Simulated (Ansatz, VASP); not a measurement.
## Ba: VASP beside Ansatz

File INCAR:

```
SYSTEM = Ba
  ALGO = Normal
  EDIFF = 1E-6
  ENCUT = 520
  GGA = PE
  ISIF = 2
  ISMEAR = -1
  LASPH = .TRUE.
  LCHARG = .FALSE.
  LREAL = .FALSE.
  LWAVE = .FALSE.
  NBANDS = 11
  NELM = 80
  PREC = Accurate
  SIGMA = 0.08
```

KPOINTS

```
k-points
0
G
  9 9 9
  0 0 0
```

The input POSCAR:

```
Ba
1.0
    2.9851032339      0.0000000000      0.0000000000
    0.0000000000      2.9851032339      0.0000000000
    0.0000000000      0.0000000000      2.9851032339
Ba
1
Direct
    0.0000000000      0.0000000000      0.0000000000
```

Input for Ansatz:

```yaml
crystal:
  lattice:
    - [2.9851032339, 0.0, 0.0]
    - [0.0, 2.9851032339, 0.0]
    - [0.0, 0.0, 2.9851032339]
  atoms:
    - { symbol: Ba, position: [0.0, 0.0, 0.0] }
kpoints:
  mp_grid: { grid: [9, 9, 9] }
  band_path:
    path:
      - [0.0, 0.0, 0.0]
      - [0.0, 0.5, 0.0]
      - [0.5, 0.5, 0.0]
      - [0.0, 0.0, 0.0]
      - [0.5, 0.5, 0.5]
      - [0.0, 0.5, 0.0]
      - [0.5, 0.5, 0.5]
      - [0.5, 0.5, 0.0]
    npoints: 8
scf:
  occupations: { method: fermi_dirac, width: 0.08 }
hamiltonian:
  xc: pbe
  pseudopotentials: { kind: all_electron, lapw: { basis_error: 0.001 } }
output:
  forces: true
  stress: true
  eigenvalues: true
  populations: true
  dos: { projected: true, de: 0.2, e_range: [-14, 8] }
```

Change from the starting cell: volume scaled by 0.43, LAPW.

Alike in both runs: task single point; functional PBE; k mesh 9 × 9 × 9; occupations fermi-dirac, width 0.08 eV; no spin polarisation.

|  | VASP | Ansatz |
| --- | --- | --- |
| version | VASP 6.6.1 | Ansatz 0.2.0 |
| potentials or method | VASP PAW PBE potentials, release 64 (Ba_sv), cutoff 520 eV | all-electron LAPW, scalar-relativistic |

Ansatz gave:

* pressure (GPa): 25.6

Q: Which values does VASP return?

A: Pressure (GPa): 32.1.

Ansatz ran all-electron here, and VASP with PAW potentials.

Spin-orbit coupling is off throughout.
